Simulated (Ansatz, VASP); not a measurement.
## One calculation of ZnS, two programs

File INCAR:

```
  PREC = Accurate
  ENCUT = 600
  EDIFF = 1E-7
  ISMEAR = -1
  SIGMA = 0.02
  LREAL = F
  LASPH = T
  NELM = 100
  ALGO = Normal
  ISIF = 3
  LWAVE = F
  LCHARG = F
  IBRION = 2
  NSW = 80
  EDIFFG = -0.01
```

Contents of KPOINTS:

```
Automatic mesh
0
Gamma
  8 8 8
```

Contents of POSCAR:

```
ZnS
1.0
    0.0000000000      2.7020000000      2.7020000000
    2.7020000000      0.0000000000      2.7020000000
    2.7020000000      2.7020000000      0.0000000000
Zn S
1 1
Direct
    0.2500000000      0.2500000000      0.2500000000
    0.0000000000      0.0000000000      0.0000000000
```

Input for Ansatz:

```yaml
crystal:
  lattice:
    - [0.0, 2.702, 2.702]
    - [2.702, 0.0, 2.702]
    - [2.702, 2.702, 0.0]
  atoms:
    - { symbol: Zn, position: [0.25, 0.25, 0.25] }
    - { symbol: S, position: [0.0, 0.0, 0.0] }
  symmetry: { tolerance: 0.0003 }
hamiltonian:
  xc: lda
  pseudopotentials: { kind: paw, azcp: { folder: soft_1 } }
basis:
  ecutwfc: 420
magnetization:
  spin_polarized: false
scf:
  occupations: { method: fermi_dirac, width: 0.02 }
kpoints:
  mp_grid: { grid: [8, 8, 8], shift: [0, 0, 0] }
output:
  forces: true
  stress: true
  eigenvalues: true
relax:
  max_steps: 60
  cell: {}
```

Alike in both runs: task relaxation of cell and atoms; functional LDA; k mesh 8 × 8 × 8; occupations fermi-dirac, width 0.02 eV; no spin polarisation.

|  | VASP | Ansatz |
| --- | --- | --- |
| version | VASP 6.6.1 | Ansatz 0.2.0 |
| potentials or method | VASP PAW LDA potentials, release 64 (Zn, S), cutoff 600 eV | PAW plane waves |
| valence electrons in the cell | 18 | 18 |

Ansatz gave:

* gap on the k mesh at the Fermi level, each at its own relaxed structure (eV): 2.12
* relaxed volume (Å³/atom): 18.58
* relaxed cell length with the largest relative difference (Å): 3.745

Task: What did VASP give for the same quantities?

Result: gap on the k mesh at the Fermi level, each at its own relaxed structure (eV): 2.15; relaxed volume (Å³/atom): 18.63; relaxed cell length with the largest relative difference (Å): 3.749.

Ansatz warns that its potentials were made for another functional, while VASP's fit it. LDA's correlation is that of Perdew and Zunger in VASP and of Perdew and Wang (1992) in Ansatz.
